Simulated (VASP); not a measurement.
## Zr: single point with PBE

Crystal: Zr.

```xyz
2
Lattice="3.1321 0.0000 0.0000 -1.5661 2.7125 0.0000 0.0000 0.0000 5.0646" Properties=species:S:1:pos:R:3 pbc="T T T"
Zr    0.0000    1.8083    1.2661
Zr    1.5661    0.9042    3.7984
```

```
Program                : VASP 6.6.1
Task                   : single point
Functional             : PBE
Potentials or basis    : VASP PAW PBE potentials, release 64 (Zr_sv)
Cutoff                 : 520 eV
k mesh                 : 15 × 15 × 8
Occupations            : fermi-dirac, width 0.05 eV
Spin                   : no spin polarisation
Dipole correction      : no
Further INCAR settings : ALGO = Normal; EDIFF = 1e-06; NBANDS = 19
```

* Pressure: 8.9 GPa
* Band gap on the k mesh: zero (bands 12 and 13 overlap by 1.38 eV)

Levels at points of the mesh, in eV from the Fermi level:
```
           k point  band 9  band 10  band 11  band 12  band 13  band 14  band 15  band 16
(0.00, 0.00, 0.00)   -5.79    -3.26     0.89     0.89     0.89     1.37     1.62     1.62
(0.00, 0.00, 0.50)   -4.02    -4.02    -0.04    -0.04     0.82     0.82     0.82     0.82
```

Wall time 71 s on 1 thread of Intel(R) Xeon(R) Platinum 8259CL CPU @ 2.50GHz (Skylake/Cascade Lake), on a shared host, peak memory 0.22 GiB.

Caveat: the cell stands under pressure.
